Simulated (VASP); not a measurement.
The system is ZnS (Wurtzite-4H).

```
Zn S
1.0
     3.89767    0.00000    0.00000
    -1.94884    3.37548    0.00000
     0.00000    0.00000   12.76555
Zn S
4 4
Direct
  0.66667 0.33333 0.75000
  0.33333 0.66667 0.25000
  0.00000 0.00000 0.50000
  0.00000 0.00000 0.00000
  0.66667 0.33333 0.93750
  0.33333 0.66667 0.43750
  0.00000 0.00000 0.68750
  0.00000 0.00000 0.18750
```

Program: VASP 6.6.1. Alike in all runs: task single point; potentials or basis VASP PAW PBE potentials, release 64 (Zn, S); no spin polarisation; cell as given; k mesh 8 × 8 × 3; cutoff (eV) 520; smearing fermi-dirac 0.05 eV.

Order these runs on this cell by their band gap on the k mesh, lowest first.
A. level PBEsol
B. level RPBE
C. level r2SCAN

A (1.75 eV), B (2.05 eV), C (2.42 eV).

A k mesh can miss the band edges.
